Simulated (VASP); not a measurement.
Input of a VASP 6.6.1 run:

The input INCAR:

```
SYSTEM = Br
PREC = Accurate
ENCUT = 600
EDIFF = 1E-6
ISMEAR = 0
SIGMA = 0.02
LREAL = .FALSE.
LASPH = .TRUE.
NELM = 80
ALGO = Normal
ISIF = 4
LWAVE = .FALSE.
LCHARG = .FALSE.
GGA = PE
IBRION = 2
NSW = 50
EDIFFG = -0.01
```

Contents of KPOINTS:

```
Automatic mesh
0
G
  8 8 4
  0 0 0
```

File POSCAR:

```
Br
1.0
    4.2769080864     -2.1186514654      0.0000000000
    4.2769080864      2.1186514654      0.0000000000
    0.0000000000      0.0000000000      8.6125487880
Br
4
Direct
    0.8583045841      0.1416954159      0.1183765346
    0.6416954159      0.3583045841      0.6183765346
    0.1416954159      0.8583045841      0.8816234654
    0.3583045841      0.6416954159      0.3816234654
```

Potentials or basis: VASP PAW PBE potentials, release 64 (Br).

Run with:

```bash
$ cat potpaw_PBE.64/Br/POTCAR > POTCAR
$ mpirun -np 1 vasp_std > vasp.out
```

**Question.** Estimate the band gap on the k mesh.

**Answer.** 1.35 eV, direct.

Forces in eV/Å, atoms in the order of the input:
```
Br   0.000 -0.006 -0.004
Br   0.000  0.006 -0.004
Br   0.000  0.006  0.004
Br   0.000 -0.006  0.004
```

 A k mesh can miss the band edges.
